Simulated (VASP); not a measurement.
# Hg3Pt (Pm-3m) in VASP: a series of runs

Runs on Hg3Pt. Level: LDA. Tasks: single point.

Everything below comes from runs of VASP 6.6.1. Logs are shortened: lines on timing, memory, paths and dates and some standing lists are left out, and cuts for length are marked.

**1. The cell of the first run**

Symmetry: Pm-3m, No. 221, cubic system. The conventional cell has a = 4.101 Å, b = 4.101 Å, c = 4.101 Å, α = 90.00°, β = 90.00°, γ = 90.00°. Within 3.8 Å of Hg (site symmetry 4/mmm) lie 8 Hg at 2.90 Å and 4 Pt at 2.90 Å. Within 3.8 Å of Pt (site symmetry m-3m) lie 12 Hg at 2.90 Å.

**2. Single point, LDA**

Input file INCAR:

```
SYSTEM = Hg3Pt
PREC = Accurate ; ENCUT = 570
EDIFF = 1E-6 ; ISMEAR = 1
SIGMA = 0.15 ; LREAL = .False.
LASPH = .True. ; NELM = 120
ALGO = Normal ; ISIF = 2
LWAVE = .False. ; LCHARG = .False.
GGA = CA ; NBANDS = 47
GGA_COMPAT = .False.
```

Input file KPOINTS:

```
regular mesh
0
Gamma
  5 5 5
  0 0 0
```

Input file POSCAR:

```
Hg3Pt
1.0
    4.1008509673      0.0000000000      0.0000000000
    0.0000000000      4.1008509673      0.0000000000
    0.0000000000      0.0000000000      4.1008509673
Hg Pt
3 1
Direct
    0.0000000000      0.5000000000      0.5000000000
    0.5000000000      0.0000000000      0.5000000000
    0.5000000000      0.5000000000      0.0000000000
    0.0000000000      0.0000000000      0.0000000000
```

Potentials or basis: VASP PAW LDA potentials, release 64 (Hg_sv_GW, Pt_sv_GW).

The run is started by

```bash
$ cat potpaw_LDA.64/Hg_sv_GW/POTCAR potpaw_LDA.64/Pt_sv_GW/POTCAR > POTCAR
$ mpirun -np 1 vasp_std > vasp.out
```

OUTCAR:

```text
SYSTEM = Hg3Pt
   PREC = Accurate
   ENCUT = 570
   EDIFF = 1E-6
   ISMEAR = 1
   LREAL = .False.
   LASPH = .True.
   NELM = 120
   ISIF = 2
   GGA = CA

 ion  position               nearest neighbor table
   1  0.000  0.500  0.500-   2 2.90   3 2.90   4 2.90   3 2.90   4 2.90   2 2.90   4 2.90   4 2.90
                             2 2.90   3 2.90   3 2.90   2 2.90
   2  0.500  0.000  0.500-   1 2.90   3 2.90   4 2.90   3 2.90   4 2.90   1 2.90   3 2.90   3 2.90
                             1 2.90   4 2.90   4 2.90   1 2.90
   3  0.500  0.500  0.000-   1 2.90   2 2.90   4 2.90   1 2.90   2 2.90   2 2.90   4 2.90   2 2.90
                             1 2.90   4 2.90   1 2.90   4 2.90
   4  0.000  0.000  0.000-   1 2.90   2 2.90   3 2.90   1 2.90   2 2.90   1 2.90   3 2.90   1 2.90
                             2 2.90   3 2.90   2 2.90   3 2.90

  LATTYP: Found a simple cubic cell.
 ALAT       =     4.1008509673

  Lattice vectors:

 A1 = (   4.1008509673,   0.0000000000,   0.0000000000)
 A2 = (   0.0000000000,   4.1008509673,   0.0000000000)
 A3 = (   0.0000000000,   0.0000000000,   4.1008509673)

Analysis of symmetry for initial positions (statically):
=====================================================================
 Subroutine PRICEL returns:
 Original cell was already a primitive cell.

 Routine SETGRP: Setting up the symmetry group for a
 simple cubic supercell.

 Subroutine GETGRP returns: Found 48 space group operations
 (whereof 48 operations were pure point group operations)
 out of a pool of 48 trial point group operations.

The static configuration has the point symmetry O_h .

Analysis of symmetry for dynamics (positions and initial velocities):
=====================================================================
 Subroutine PRICEL returns:
 Original cell was already a primitive cell.

 Routine SETGRP: Setting up the symmetry group for a
 simple cubic supercell.

 Subroutine GETGRP returns: Found 48 space group operations
 (whereof 48 operations were pure point group operations)
 out of a pool of 48 trial point group operations.

The dynamic configuration has the point symmetry O_h .

 Subroutine INISYM returns: Found 48 space group operations
 (whereof 48 operations are pure point group operations),
 and found     1 'primitive' translations

----------------------------------------------------------------------------------------

                                     Primitive cell

  volume of cell :      68.9639

  direct lattice vectors                    reciprocal lattice vectors
     4.100850967  0.000000000  0.000000000     0.243851827  0.000000000  0.000000000
     0.000000000  4.100850967  0.000000000     0.000000000  0.243851827  0.000000000
     0.000000000  0.000000000  4.100850967     0.000000000  0.000000000  0.243851827

  length of vectors
     4.100850967  4.100850967  4.100850967     0.243851827  0.243851827  0.243851827

  position of ions in fractional coordinates (direct lattice)
     0.000000000  0.500000000  0.500000000
     0.500000000  0.000000000  0.500000000
     0.500000000  0.500000000  0.000000000
     0.000000000  0.000000000  0.000000000

  ion indices of the primitive-cell ions
   primitive index   ion index
                 1           1
                 2           2
                 3           3
                 4           4

----------------------------------------------------------------------------------------

 KPOINTS: regular mesh

Automatic generation of k-mesh.
 Grid dimensions read from file:
 generate k-points for:    5    5    5

 Generating k-lattice:

  Cartesian coordinates                     Fractional coordinates (reciprocal lattice)
     0.048770365  0.000000000  0.000000000     0.200000000  0.000000000  0.000000000
     0.000000000  0.048770365  0.000000000     0.000000000  0.200000000  0.000000000
     0.000000000  0.000000000  0.048770365     0.000000000  0.000000000  0.200000000

  Length of vectors
     0.048770365  0.048770365  0.048770365

  Shift w.r.t. Gamma in fractional coordinates (k-lattice)
     0.000000000  0.000000000  0.000000000

 Subroutine IBZKPT returns following result:
 ===========================================

 Found     10 irreducible k-points:

 Following reciprocal coordinates:
            Coordinates               Weight
  0.000000  0.000000  0.000000      1.000000
  0.200000  0.000000  0.000000      6.000000
  0.400000  0.000000  0.000000      6.000000
  0.200000  0.200000  0.000000     12.000000
  0.400000  0.200000  0.000000     24.000000
  0.400000  0.400000  0.000000     12.000000
  0.200000  0.200000  0.200000      8.000000
  0.400000  0.200000  0.200000     24.000000
  0.400000  0.400000  0.200000     24.000000
  0.400000  0.400000  0.400000      8.000000
   k-points           NKPTS =     10   k-points in BZ     NKDIM =     10   number of bands    NBANDS=     47
   number of dos      NEDOS =    301   number of ions     NIONS =      4
   total plane-waves  NPLWV =  32768
   dimension x,y,z NGX =    32 NGY =   32 NGZ =   32
   dimension x,y,z NGXF=    64 NGYF=   64 NGZF=   64
   ions per type =               3   1
   NGX,Y,Z   is equivalent  to a cutoff of  12.97, 12.97, 12.97 a.u.
   NGXF,Y,Z  is equivalent  to a cutoff of  25.95, 25.95, 25.95 a.u.
 SYSTEM =  Hg3Pt
   PREC   = accura    normal or accurate (medium, high low for compatibility)
   ISTART =      0    job   : 0-new  1-cont  2-samecut
   ICHARG =      2    charge: 1-file 2-atom 10-const
   ISPIN  =      1    spin polarized calculation?
   LNONCOLLINEAR =      F non collinear calculations
   LSORBIT =      F    spin-orbit coupling
   LASPH  =      T    aspherical Exc in radial PAW
   ENCUT  =  570.0 eV  41.89 Ry    6.47 a.u.   7.98  7.98  7.98*2*pi/ulx,y,z
   NELM   =    120;   NELMIN=  2; NELMDL= -5     # of ELM steps
   EDIFF  = 0.1E-05   stopping-criterion for ELM
   LREAL  =      F    real-space projection
   EDIFFG = 0.1E-04   stopping-criterion for IOM
   NSW    =      0    number of steps for IOM
   IBRION =     -1    ionic relax: 0-MD 1-quasi-New 2-CG
   NFREE  =      0    steps in history (QN), initial steepest desc. (CG)
   ISIF   =      2    stress and relaxation
   ISYM   =      2    0-nonsym 1-usesym 2-fastsym
   POTIM  = 0.5000    time-step for ionic-motion
   TEBEG  =    0.0;   TEEND  =   0.0 temperature during run
   PSTRESS=    0.0 pullay stress
   NELECT =      78.0000    total number of electrons
   NUPDOWN=      -1.0000    fix difference up-down
   EMIN   =  10.00;   EMAX   =-10.00  energy-range for DOS
   EFERMI =   0.00;   METHOD = LEGACY
   ISMEAR =     1;   SIGMA  =   0.15  broadening in eV -4-tet -1-fermi 0-gaus
   EFERMI_NEDOS =   21; number of points for ismear=-14 and -15
   IALGO  =     38    algorithm
   IMIX   =      4    mixing-type and parameters
     AMIX     =   0.40;   BMIX     =  1.00
     AMIX_MAG =   1.60;   BMIX_MAG =  1.00
  volume/ion in A,a.u.               =      17.24       116.35
  Fermi-wavevector in a.u.,A,eV,Ry     =   1.705686  3.223279 39.584303  2.909364
  Thomas-Fermi vector in A             =   2.784860
   LORBIT       =      0    0 simple, 1 ext, 2 COOP (PROOUT), +10 PAW based schemes
   GGA     = CA    functional components
   LHFCALC =     F    Hartree Fock is set to
   AEXX    =    0.0000 exact exchange contribution
   IVDW    =     0    specifies the selected vdW correction
   LEPSILON=     F    determine dielectric tensor
   LRPA    =     F    only Hartree local field effects (RPA)
 non-spin polarized calculation
 Methfessel and Paxton  Order N= 1 SIGMA  =   0.15
  energy-cutoff  :      570.00
  volume of cell :       68.96
 maximum number of plane-waves:      2158
 NGX is ok and might be reduce to    32
   NGX = 15   NGY = 15   NGZ = 15

 number of electron      77.9999981 magnetization

 Free energy of the ion-electron system (eV)
  ---------------------------------------------------
  ext. energy  EPLUGINS =         0.00000000
  ---------------------------------------------------
  free energy    TOTEN  =        -9.80079033 eV

  energy without entropy =       -9.79715848  energy(sigma->0) =       -9.79957971

 E-fermi :   9.7690     XC(G=0): -13.6217

 val. band max:        9.5101505711   @ k =   0.4000   0.4000   0.2000
 cond. band min:       9.8116807072   @ k =   0.4000   0.2000   0.0000
 fundamental gap:      0.3015301361
 Fermi energy:         9.7690307582

 k-point     1 :       0.0000    0.0000    0.0000
  band No.  band energies     occupation
      1    -105.7095      2.00000
      2    -105.7024      2.00000
      3    -105.7024      2.00000
      4     -88.1430      2.00000
      5     -54.4020      2.00000
      6     -54.4020      2.00000
[... 39 lines left out ...]
     46      17.5067      0.00000
     47      18.2177      0.00000

 k-point     2 :       0.2000    0.0000    0.0000
  band No.  band energies     occupation
      1    -105.7089      2.00000
      2    -105.7030      2.00000
      3    -105.7024      2.00000
      4     -88.1432      2.00000
      5     -54.3979      2.00000
      6     -54.3979      2.00000
[... 39 lines left out ...]
     46      17.4430      0.00000
     47      17.5573      0.00000

 k-point     3 :       0.4000    0.0000    0.0000
  band No.  band energies     occupation
      1    -105.7075      2.00000
      2    -105.7044      2.00000
      3    -105.7024      2.00000
      4     -88.1433      2.00000
      5     -54.3904      2.00000
      6     -54.3904      2.00000
[... 39 lines left out ...]
     46      17.5746      0.00000
     47      21.0743      0.00000

 k-point     4 :       0.2000    0.2000    0.0000
  band No.  band energies     occupation
      1    -105.7084      2.00000
      2    -105.7032      2.00000
      3    -105.7027      2.00000
      4     -88.1433      2.00000
      5     -54.4040      2.00000
      6     -54.3937      2.00000
[... 239 lines left out ...]
     46      18.5062      0.00000
     47      19.9446      0.00000

 k-point     9 :       0.4000    0.4000    0.2000
  band No.  band energies     occupation
      1    -105.7057      2.00000
      2    -105.7045      2.00000
      3    -105.7040      2.00000
      4     -88.1434      2.00000
      5     -54.4312      2.00000
      6     -54.3575      2.00000
[... 39 lines left out ...]
     46      20.8137      0.00000
     47      20.9645      0.00000

 k-point    10 :       0.4000    0.4000    0.4000
  band No.  band energies     occupation
      1    -105.7052      2.00000
      2    -105.7045      2.00000
      3    -105.7045      2.00000
      4     -88.1436      2.00000
      5     -54.4487      2.00000
      6     -54.3482      2.00000
[... 39 lines left out ...]
     46      22.3098      0.00000
     47      22.3187      0.00000

------------------------ aborting loop because EDIFF is reached ----------------------------------------

  FORCE on cell =-STRESS in cart. coord.  units (eV):
  Direction    XX          YY          ZZ          XY          YZ          ZX
  --------------------------------------------------------------------------------------
  -------------------------------------------------------------------------------------
  Total        4.4754741      4.4754741      4.4754741      0.0000000      0.0000000     -0.0000000
  in kB      103.9746996    103.9746996    103.9746996      0.0000000      0.0000000     -0.0000000
  external PRESSURE =     103.9746996 kB  Pullay stress =       0.0000000 kB

 VOLUME and BASIS-vectors are now :
 -----------------------------------------------------------------------------
  energy-cutoff  :      570.00
  volume of cell :       68.96
      direct lattice vectors                 reciprocal lattice vectors
     4.100850967  0.000000000  0.000000000     0.243851827  0.000000000  0.000000000
     0.000000000  4.100850967  0.000000000     0.000000000  0.243851827  0.000000000
     0.000000000  0.000000000  4.100850967     0.000000000  0.000000000  0.243851827

 POSITION                                       TOTAL-FORCE (eV/Angst)
 -----------------------------------------------------------------------------------
      0.00000      2.05043      2.05043         0.000000      0.000000      0.000000
      2.05043      0.00000      2.05043         0.000000      0.000000      0.000000
      2.05043      2.05043      0.00000         0.000000      0.000000      0.000000
      0.00000      0.00000      0.00000         0.000000      0.000000      0.000000
 -----------------------------------------------------------------------------------
    total drift:                                0.000000     -0.000000     -0.000000

  FREE ENERGIE OF THE ION-ELECTRON SYSTEM (eV)
  ---------------------------------------------------
  free  energy   TOTEN  =        -9.8007903276 eV

  energy  without entropy=       -9.7971584816  energy(sigma->0) =       -9.79957971
```

It took 20 s on 1 thread of Intel Xeon 6975P-C (Granite Rapids), shared host; peak memory 0.17 GiB.

Results:

* Free energy: -9.8008 eV
* Pressure: 10.4 GPa
* Band gap on the k mesh: zero (bands 39 and 40 overlap by 2.94 eV)

Levels at points of the mesh, in eV from the Fermi level:
| k point | band 35 | band 36 | band 37 | band 38 | band 39 | band 40 | band 41 | band 42 | band 43 | band 44 |
| --- | --- | --- | --- | --- | --- | --- | --- | --- | --- | --- |
| (0.00, 0.00, 0.00) | -1.87 | -1.87 | -1.87 | -0.86 | -0.86 | -0.86 | 3.00 | 3.00 | 4.15 | 7.74 |

Caveat: the cell stands under pressure; spin-orbit coupling is left out, which moves the levels of the heavy elements.

**3. Single point, LDA**

This run uses another cell than the first one, of 18.07 Å³/atom.

Input file INCAR:

```
SYSTEM = Hg3Pt
ALGO     = Normal         ! electronic algorithm
EDIFF    = 1E-6           ! SCF threshold, eV
ENCUT    = 570            ! plane-wave cutoff, eV
GGA      = CA             ! functional
GGA_COMPAT= .False.      
ISIF     = 2              ! what is computed and relaxed
ISMEAR   = 1              ! smearing method
LASPH    = .True.         ! aspherical terms in the spheres
LCHARG   = .True.         ! write CHGCAR
LELF     = .True.         ! ELF
LREAL    = .False.        ! projectors in reciprocal space
LVHAR    = .True.       
LWAVE    = .False.        ! write WAVECAR
NBANDS   = 47             ! bands
NELM     = 120            ! most SCF steps
PREC     = Accurate       ! precision mode
SIGMA    = 0.15           ! smearing width, eV
```

Input file KPOINTS:

```
k-points
0
Gamma
  5 5 5
  0 0 0
```

Input file POSCAR:

```
Hg3Pt
1.0
    4.1653418476      0.0000000000      0.0000000000
    0.0000000000      4.1653418476      0.0000000000
    0.0000000000      0.0000000000      4.1653418476
Hg Pt
3 1
Direct
    0.0000000000      0.5000000000      0.5000000000
    0.5000000000      0.0000000000      0.5000000000
    0.5000000000      0.5000000000      0.0000000000
    0.0000000000      0.0000000000      0.0000000000
```

Potentials or basis: VASP PAW LDA potentials, release 64 (Hg_sv_GW, Pt_sv_GW).

The run is started by

```bash
$ cat potpaw_LDA.64/Hg_sv_GW/POTCAR potpaw_LDA.64/Pt_sv_GW/POTCAR > POTCAR
$ mpirun -np 1 vasp_std > vasp.out
```

Wall time 49 s (1 thread of Intel Xeon Platinum 8259CL at 2.50GHz (Skylake/Cascade Lake), shared host); peak memory 0.18 GiB.

Results (log left out):

```
Free energy            : -9.9380 eV
Pressure               : 2.3 GPa
Band gap on the k mesh : zero (bands 39 and 40 overlap by 2.66 eV)
```

Levels at points of the mesh, in eV from the Fermi level:
```
           k point  band 35  band 36  band 37  band 38  band 39  band 40  band 41  band 42  band 43  band 44
(0.00, 0.00, 0.00)    -1.75    -1.75    -1.75    -0.63    -0.63    -0.63     2.74     2.74     3.90     7.70
```

Caveat: spin-orbit coupling is left out, which moves the levels of the heavy elements.

The gap in the log of VASP goes by the Fermi energy; the results here count the filled bands.